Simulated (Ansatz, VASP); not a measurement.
# GaN in VASP and in Ansatz

```
Ga N
1.0
    -0.04249    2.25145    2.25145
     2.25145   -0.04249    2.25145
     2.25145    2.25145   -0.04249
Ga N
1 1
Direct
  0.99875 0.99875 0.99875
  0.25125 0.25125 0.25125
```

Change from the starting cell: epitaxial_111 strain +2.0%.

Alike in both runs: task single point; functional r2SCAN; k mesh 10 × 10 × 10; non-collinear spin, spin-orbit coupling.

```csv
,VASP,Ansatz
version,VASP 6.6.1,Ansatz 0.2.0
potentials or method,"VASP PAW PBE potentials, release 64 (Ga_d, N)","plane waves, PAW"
plane-wave cutoff (eV),520,500
occupations,"gaussian, width 0.01 eV",fixed
valence electrons in the cell,18,18
```

VASP gave:

| Property | Result |
| --- | --- |
| pressure (GPa) | -4.7 |
| traceless stress, the component that is largest in VASP (GPa) | 2.87 |
| rms of the force components (eV/Å) | 0.010 |

Problem. Which values does Ansatz return?

Solution. Pressure (GPa): -5.7; traceless stress, the component that is largest in VASP (GPa): 2.86; rms of the force components (eV/Å): 0.002.

VASP's potentials were made for PBE, not for r2SCAN. Atom by atom the forces differ by 0.007 eV/Å (rms over components).
